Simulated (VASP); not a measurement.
**Al: single point with PBEsol+D4**

Crystal: Al.

```
Al
1.0
     0.00000    1.53859    1.53859
     1.53859    0.00000    1.53859
     1.53859    1.53859    0.00000
Al
1
Direct
  0.00000 0.00000 0.00000
```

```
Program                : VASP 6.6.1
Task                   : single point
Functional             : PBEsol
Dispersion             : D4
Potentials or basis    : VASP PAW PBE potentials, release 64 (Al)
Cutoff                 : 500 eV
k mesh                 : 18 × 18 × 18
Occupations            : fermi-dirac, width 0.08 eV
Spin                   : no spin polarisation
Dipole correction      : no
Further INCAR settings : ALGO = Normal; EDIFF = 1e-06; NBANDS = 8
```

```json
{
 "Pressure": "335.6 GPa",
 "Dispersion energy per atom": "-0.418 eV"
}
```

Levels at points of the mesh, in eV from the Fermi level:
```csv
k point,band 1,band 2,band 3,band 4,band 5,band 6
"(0.00, 0.00, 0.00)",-17.44,18.46,18.46,18.46,24.17,28.28
"(0.50, 0.00, 0.00)",-7.68,-5.44,16.27,16.27,22.06,24.20
"(0.50, 0.50, 0.00)",-4.15,-2.80,5.32,11.78,11.78,22.85
```

Run time: 11 s on 1 thread of Intel Xeon 8259CL, on a shared host, peak memory 0.12 GiB.

Caveat: the PAW data sets were made with another functional, which shifts forces and pressure a little; pairwise dispersion overbinds metals, which lowers pressure and volume.
